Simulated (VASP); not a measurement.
A run of VASP 6.6.1 is set up as follows.

Contents of INCAR:

```
PREC = Accurate
ENCUT = 520
EDIFF = 1E-6
ISMEAR = -1
SIGMA = 0.1
LREAL = False
LASPH = True
NELM = 100
ALGO = Normal
ISIF = 2
LWAVE = False
LCHARG = True
GGA = RE
LELF = True
LVHAR = True
NBANDS = 13
```

Contents of KPOINTS:

```
Automatic mesh
0
Gamma
  23 23 23
```

The input POSCAR:

```
Mo
1.0
   -1.5429666177      1.5429666177      1.5429666177
    1.5429666177     -1.5429666177      1.5429666177
    1.5429666177      1.5429666177     -1.5429666177
Mo
1
Direct
    0.0000000000      0.0000000000      0.0000000000
```

Potentials or basis: VASP PAW PBE potentials, release 64 (Mo_sv).

The run is started by

```console
$ cat potpaw_PBE.64/Mo_sv/POTCAR > POTCAR
$ mpirun -np 1 vasp_std > vasp.out
```

Task: What does it give for the band gap on the k mesh?

Result: Zero (band 7 reaches 17.86 eV, above the bottom of band 8 at 12.18 eV).

Task: What does it give for the pressure?

Result: 25.1 GPa.

Caveat: the PAW data sets were made with another functional, which shifts forces and pressure a little.
